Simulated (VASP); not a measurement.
Write the native input for VASP 6.6.1 that does the following.

```yaml
Task: single point
Functional: PBE
Dispersion: D4
Potentials_or_basis: VASP PAW PBE potentials, release 64 (Rh_pv)
Cutoff: 520 eV
k_mesh: 6 × 6 × 4
Occupations: gaussian, width 0.26 eV
Spin: no spin polarisation
Dipole_correction: no
Further_INCAR_settings: ALGO = Fast; EDIFF = 1e-06; NBANDS = 22
```

The structure of Rh lies in POSCAR:

```
Rh
1.0
    2.7309790422      0.0000000000      0.0000000000
   -1.3654895211      2.3650972278      0.0000000000
    0.0000000000      0.0000000000      4.4284890000
Rh
2
Direct
    0.6666666667      0.3333333333      0.7500000000
    0.3333333333      0.6666666667      0.2500000000
```

One way to write it, as run:

INCAR

```
SYSTEM = Rh
ALGO = Fast
EDIFF = 1E-6
ENCUT = 520
GGA = PE
ISIF = 2
ISMEAR = 0
IVDW = 13
LASPH = .True.
LCHARG = .False.
LREAL = .False.
LWAVE = .False.
NBANDS = 22
NELM = 100
PREC = Accurate
SIGMA = 0.26
```

KPOINTS

```
k-points
0
Gamma
  6 6 4
  0 0 0
```

Potentials or basis: VASP PAW PBE potentials, release 64 (Rh_pv).

Command:

```sh
$ cat potpaw_PBE.64/Rh_pv/POTCAR > POTCAR
$ mpirun -np 1 vasp_std > vasp.out
```

Results of the run:

| Property | Result |
| --- | --- |
| Pressure | -11.2 GPa |
| Band gap on the k mesh | zero (band 15 reaches 11.88 eV, above the bottom of band 16 at 9.60 eV) |
| Dispersion energy per atom | -0.815 eV |

Caveat: the k points lie up to 0.44 Å⁻¹ apart; pairwise dispersion overbinds metals, which lowers pressure and volume.

It took 7.7 s on 1 thread of AMD EPYC 9R45 (Zen 5) (shared host), peak memory 0.1 GiB.
